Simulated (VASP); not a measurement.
# As in VASP: further runs, part 2 of 2

VASP 6.6.1. Earlier steps stand in the parts before.

## (3) Single point, PBEsol

This run uses another cell than the first one, of 17.50 Å³/atom, 0.165 times its volume.

INCAR

```
PREC = Accurate ; ENCUT = 520
EDIFF = 1E-7 ; ISMEAR = 0
SIGMA = 0.1 ; LREAL = False
LASPH = True ; NELM = 100
ALGO = Normal ; ISIF = 2
LWAVE = False ; LCHARG = False
GGA = PS ; NBANDS = 8
```

KPOINTS

```
Automatic mesh
0
Gamma
  8 8 8
```

POSCAR

```
As
1.0
    2.5961764756      0.0000000000      0.0000000000
    0.0000000000      2.5961764756      0.0000000000
    0.0000000000      0.0000000000      2.5962002733
As
1
Direct
    0.0000000000      0.0000000000      0.0000000000
```

Potentials or basis: VASP PAW PBE potentials, release 64 (As).

On the command line:

```
cat potpaw_PBE.64/As/POTCAR > POTCAR
mpirun -np 1 vasp_std > vasp.out
```

It took 6.5 s on 1 thread of Intel Xeon 8259CL, shared host; peak memory 0.12 GiB.

Results (log left out):

| Property | Result |
| --- | --- |
| Free energy | -4.9297 eV |
| Pressure | 12.7 GPa |

Levels at points of the mesh, in eV from the Fermi level:
```
           k point  band 1  band 2  band 3  band 4  band 5  band 6  band 7
(0.00, 0.00, 0.00)  -16.23    4.58    4.58    4.58    8.57    8.57   11.46
(0.50, 0.00, 0.00)  -12.50   -8.05    7.36    7.36   11.58   14.69   15.28
(0.50, 0.50, 0.00)   -8.54   -4.96   -4.96    1.80   10.03   17.95   18.32
(0.50, 0.50, 0.50)   -4.01   -2.11   -2.11   -2.11    5.63    5.63    5.63
```

Caveat: the PAW data sets were made with another functional, which shifts forces and pressure a little.

## (4) Single point, PBEsol

This run uses another cell than the first one, of 19.76 Å³/atom, 0.186 times its volume.

INCAR

```
SYSTEM = As
PREC     = Accurate       ! precision mode
ENCUT    = 520            ! plane-wave cutoff, eV
EDIFF    = 1E-6           ! SCF threshold, eV
ISMEAR   = 0              ! smearing method
SIGMA    = 0.1            ! smearing width, eV
LREAL    = .FALSE.        ! projectors in reciprocal space
LASPH    = .TRUE.         ! aspherical terms in the spheres
NELM     = 80             ! most SCF steps
ALGO     = Normal         ! electronic algorithm
ISIF     = 2              ! what is computed and relaxed
LWAVE    = .FALSE.        ! write WAVECAR
LCHARG   = .FALSE.        ! write CHGCAR
GGA      = PS             ! functional
NBANDS   = 8              ! bands
```

KPOINTS

```
regular mesh
0
G
  8 8 8
  0 0 0
```

POSCAR

```
As
1.0
    2.7036030207      0.0000000000      0.0000000000
    0.0000000000      2.7036030207      0.0000000000
    0.0000000000      0.0000000000      2.7036246220
As
1
Direct
    0.0000000000      0.0000000000      0.0000000000
```

Potentials or basis: VASP PAW PBE potentials, release 64 (As).

On the command line:

```
cat potpaw_PBE.64/As/POTCAR > POTCAR
mpirun -np 1 vasp_std > vasp.out
```

OUTCAR:

```text
SYSTEM = As
   PREC = Accurate
   ENCUT = 520
   EDIFF = 1E-6
   ISMEAR = 0
   LREAL = .FALSE.
   LASPH = .TRUE.
   NELM = 80
   ISIF = 2
   GGA = PS

 ion  position               nearest neighbor table
   1  0.000  0.000  0.000-

  LATTYP: Found a simple cubic cell.
 ALAT       =     2.7036030207

  Lattice vectors:

 A1 = (   2.7036030207,   0.0000000000,   0.0000000000)
 A2 = (   0.0000000000,   2.7036030207,   0.0000000000)
 A3 = (   0.0000000000,   0.0000000000,   2.7036246220)

[... 442 lines left out ...]

 [... further k-points ...]

------------------------ aborting loop because EDIFF is reached ----------------------------------------

  FORCE on cell =-STRESS in cart. coord.  units (eV):
  Direction    XX          YY          ZZ          XY          YZ          ZX
  --------------------------------------------------------------------------------------
  -------------------------------------------------------------------------------------
  Total       -0.0173048     -0.0173048     -0.0173051     -0.0000000     -0.0000000      0.0000000
  in kB       -1.4029575     -1.4029575     -1.4029799     -0.0000000     -0.0000000      0.0000000
  external PRESSURE =      -1.4029650 kB  Pullay stress =       0.0000000 kB

 VOLUME and BASIS-vectors are now :
 -----------------------------------------------------------------------------
  energy-cutoff  :      520.00
  volume of cell :       19.76
      direct lattice vectors                 reciprocal lattice vectors
     2.703603021  0.000000000  0.000000000     0.369876788  0.000000000  0.000000000
     0.000000000  2.703603021  0.000000000     0.000000000  0.369876788  0.000000000
     0.000000000  0.000000000  2.703624622     0.000000000  0.000000000  0.369873832

 POSITION                                       TOTAL-FORCE (eV/Angst)
 -----------------------------------------------------------------------------------
      0.00000      0.00000      0.00000         0.000000      0.000000      0.000000
 -----------------------------------------------------------------------------------
    total drift:                                0.000000     -0.000000      0.000000

  FREE ENERGIE OF THE ION-ELECTRON SYSTEM (eV)
  ---------------------------------------------------
  free  energy   TOTEN  =        -5.0127761712 eV

  energy  without entropy=       -5.0071641858  energy(sigma->0) =       -5.00997018
```

stdout:

```text
POSCAR found type information on POSCAR As
 POSCAR found :  1 types and       1 ions
 scaLAPACK will be used
 -----------------------------------------------------------------------------
|                                                                             |
|                                                                             |
|     You enforced a specific xc type in the INCAR file but a different       |
|     I HOPE YOU KNOW WHAT YOU ARE DOING!                                     |
|                                                                             |
 -----------------------------------------------------------------------------

 LDA part: xc-table for (Slater+PW92), standard interpolation
 POSCAR, INCAR and KPOINTS ok, starting setup
 FFT: planning ... GRIDC
 FFT: planning ... GRID_SOFT
 FFT: planning ... GRID
 WAVECAR not read
 entering main loop
```

It took 5.3 s on 1 thread of Intel Xeon 8259CL, shared host; peak memory 0.12 GiB.

What came out:

| Item | Value |
| --- | --- |
| Free energy | -5.0128 eV |
| Pressure | -0.1 GPa |

Caveat: the PAW data sets were made with another functional, which shifts forces and pressure a little.

## (5) Single point, PBEsol

This run uses another cell than the first one, of 19.44 Å³/atom, 0.183 times its volume.

INCAR

```
ALGO = Normal
EDIFF = 1E-7
ENCUT = 520
GGA = PS
ISIF = 2
ISMEAR = 0
LASPH = T
LCHARG = T
LELF = T
LREAL = F
LVHAR = T
LWAVE = F
NBANDS = 8
NELM = 80
PREC = Accurate
SIGMA = 0.1
```

KPOINTS

```
k-points
0
Gamma
  16 16 16
```

POSCAR

```
As
1.0
    2.6889342144      0.0000000000      0.0000000000
    0.0000000000      2.6889342144      0.0000000000
    0.0000000000      0.0000000000      2.6889352385
As
1
Direct
    0.0000000000      0.0000000000      0.0000000000
```

Potentials or basis: VASP PAW PBE potentials, release 64 (As).

On the command line:

```
cat potpaw_PBE.64/As/POTCAR > POTCAR
mpirun -np 1 vasp_std > vasp.out
```

OUTCAR:

```text
EDIFF = 1E-7
   ENCUT = 520
   GGA = PS
   ISIF = 2
   ISMEAR = 0
   LASPH = T
   LREAL = F
   NELM = 80
   PREC = Accurate

 ion  position               nearest neighbor table
   1  0.000  0.000  0.000-

  LATTYP: Found a simple cubic cell.
 ALAT       =     2.6889342144

  Lattice vectors:

 A1 = (   2.6889342144,   0.0000000000,   0.0000000000)
 A2 = (   0.0000000000,   2.6889342144,   0.0000000000)
 A3 = (   0.0000000000,   0.0000000000,   2.6889352385)

Analysis of symmetry for initial positions (statically):
[... 442 lines left out ...]

 [... further k-points ...]

------------------------ aborting loop because EDIFF is reached ----------------------------------------

  FORCE on cell =-STRESS in cart. coord.  units (eV):
  Direction    XX          YY          ZZ          XY          YZ          ZX
  --------------------------------------------------------------------------------------
  -------------------------------------------------------------------------------------
  Total        0.0390901      0.0390901      0.0390901     -0.0000000      0.0000000     -0.0000000
  in kB        3.2213413      3.2213413      3.2213437     -0.0000000      0.0000000     -0.0000000
  external PRESSURE =       3.2213421 kB  Pullay stress =       0.0000000 kB

 VOLUME and BASIS-vectors are now :
 -----------------------------------------------------------------------------
  energy-cutoff  :      520.00
  volume of cell :       19.44
      direct lattice vectors                 reciprocal lattice vectors
     2.688934214  0.000000000  0.000000000     0.371894558  0.000000000  0.000000000
     0.000000000  2.688934214  0.000000000     0.000000000  0.371894558  0.000000000
     0.000000000  0.000000000  2.688935239     0.000000000  0.000000000  0.371894416

 POSITION                                       TOTAL-FORCE (eV/Angst)
 -----------------------------------------------------------------------------------
      0.00000      0.00000      0.00000         0.000000      0.000000      0.000000
 -----------------------------------------------------------------------------------
    total drift:                                0.000000     -0.000000      0.000000

  FREE ENERGIE OF THE ION-ELECTRON SYSTEM (eV)
  ---------------------------------------------------
  free  energy   TOTEN  =        -5.0350983572 eV

  energy  without entropy=       -5.0340509896  energy(sigma->0) =       -5.03457467
```

stdout:

```text
POSCAR found type information on POSCAR As
 POSCAR found :  1 types and       1 ions
 scaLAPACK will be used
 -----------------------------------------------------------------------------
|                                                                             |
|                                                                             |
|     You enforced a specific xc type in the INCAR file but a different       |
|     I HOPE YOU KNOW WHAT YOU ARE DOING!                                     |
|                                                                             |
 -----------------------------------------------------------------------------

 LDA part: xc-table for (Slater+PW92), standard interpolation
 POSCAR, INCAR and KPOINTS ok, starting setup
 FFT: planning ... GRIDC
 FFT: planning ... GRID_SOFT
 FFT: planning ... GRID
 WAVECAR not read
 entering main loop
```

It took 24 s on 1 thread of Intel Xeon 8259CL, shared host; peak memory 0.14 GiB.

Results:

* Free energy: -5.0351 eV
* Pressure: 0.3 GPa

Caveat: the PAW data sets were made with another functional, which shifts forces and pressure a little.

## (6) Summary

```tsv
cell	k mesh	gap on the mesh (eV)	pressure (GPa)
a = 4.696, b = 4.696, c = 4.811 Å, 1 atom	10 × 10 × 10	none	-2.4
a = 2.596 Å, 1 atom	8 × 8 × 8	none	12.7
a = 2.704 Å, 1 atom	8 × 8 × 8	none	-0.1
a = 2.689 Å, 1 atom	16 × 16 × 16	none	0.3
```

Alike in all rows: task single point; level PBEsol; potentials or basis VASP PAW PBE potentials, release 64 (As); no spin polarisation; cutoff (eV) 520; smearing gaussian 0.1 eV.

Caveats: the PAW data sets were made with another functional, which shifts forces and pressure a little.

Absolute energies hang on the potentials; compare differences alone.
